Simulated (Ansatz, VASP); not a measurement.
**One calculation of ZnCu2SnS4, two programs**

```xyz
8
Lattice="-2.7351 2.7351 5.4607 2.7351 -2.7351 5.4607 2.7351 2.7351 -5.4607" Properties=species:S:1:pos:R:3 pbc="T T T"
Sn    0.0000    0.0000    5.4607
Zn    2.7351    0.0000    2.7304
Cu    0.0000    2.7351    2.7304
Cu    0.0000    0.0000    0.0000
S     1.4037    1.4015    4.0605
S    -1.4015    1.4037    6.8610
S     1.3314    1.3336   -1.4002
S     4.1366    1.3314    1.4002
```

Change from the starting cell: volume scaled by 1.02.

Alike in both runs: task single point; functional PBEsol; k mesh 7 × 7 × 7; occupations fermi-dirac, width 0.05 eV; no spin polarisation.

```csv
,VASP,Ansatz
version,VASP 6.6.1,Ansatz 0.2.0
potentials or method,"VASP PAW PBE potentials, release 64 (Sn_d, Zn, Cu, S), cutoff 520 eV","all-electron LAPW, scalar-relativistic"
```

Ansatz gave:

* gap on the k mesh at the Fermi level (eV): 0.16
* least direct gap on the mesh (eV): 0.16
* pressure (GPa): -3.0
* traceless stress, the component that is largest in VASP (GPa): -0.06
* rms of the force components (eV/Å): 0.239

Question: Which values does VASP return?

Answer: gap on the k mesh at the Fermi level (eV): 0.18; least direct gap on the mesh (eV): 0.18; pressure (GPa): -2.9; traceless stress, the component that is largest in VASP (GPa): -0.07; rms of the force components (eV/Å): 0.226.

VASP's potentials were made for PBE, not for PBEsol. Atom by atom the forces differ by 0.014 eV/Å (rms over components). Ansatz ran all-electron here, and VASP with PAW potentials.
